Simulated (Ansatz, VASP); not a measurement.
Eu in VASP and in Ansatz

The input INCAR:

```
SYSTEM = Eu
PREC = Accurate ; ENCUT = 600
EDIFF = 1E-6 ; ISMEAR = 0
SIGMA = 0.05 ; LREAL = .False.
LASPH = .True. ; NELM = 200
ALGO = Normal ; ISIF = 2
LWAVE = .False. ; LCHARG = .False.
ISPIN = 2 ; MAGMOM = 7.88
LORBIT = 11 ; LMAXMIX = 6
GGA = PE ; NBANDS = 18
GGA_COMPAT = .False.
```

Contents of KPOINTS:

```
regular mesh
0
Gamma
  6 6 6
  0 0 0
```

POSCAR

```
Eu
1.0
   -2.2171132129      2.2171132129      2.2171132129
    2.2171132129     -2.2171132129      2.2171132129
    2.2171132129      2.2171132129     -2.2171132129
Eu
1
Direct
    0.0000000000      0.0000000000      0.0000000000
```

Input for Ansatz:

```yaml
crystal:
  lattice:
    - [-2.2171132105, 2.2171132105, 2.2171132105]
    - [2.2171132105, -2.2171132105, 2.2171132105]
    - [2.2171132105, 2.2171132105, -2.2171132105]
  atoms:
    - { symbol: Eu, position: [0.0, 0.0, 0.0], spin: 7.88 }
basis:
  ecutwfc: 420
  ecutrho_ratio: 4
kpoints:
  mp_grid: { grid: [6, 6, 6] }
hamiltonian:
  xc: pbe
scf:
  occupations: { method: gaussian, width: 0.05 }
output:
  forces: true
  stress: true
  eigenvalues: true
  populations: true
magnetization:
  spin_polarized: true
```

Alike in both runs: task single point; functional PBE; k mesh 6 × 6 × 6; occupations gaussian, width 0.05 eV; collinear spin.

```csv
,VASP,Ansatz
version,VASP 6.6.1,Ansatz 0.2.0
potentials or method,"VASP PAW PBE potentials, release 64 (Eu), cutoff 600 eV","scalar-relativistic, plane waves, PAW"
valence electrons in the cell,17,17
```

```tsv
	VASP	Ansatz	Ansatz less VASP
gap on the k mesh at the Fermi level (eV)	none	none	-
pressure (GPa)	-0.6	-0.4	+0.18
net moment per atom (μB)	7.51	7.51	0.000
size of the moment on the site where the two differ most (μB)	6.73	7.14	+0.409
```

Site moments also hang on the region over which each program counts them. A gap of «none» marks a metal or a gap that the smearing closes. Ansatz's warnings: given moment on shells.

Neither program's run includes spin-orbit coupling.
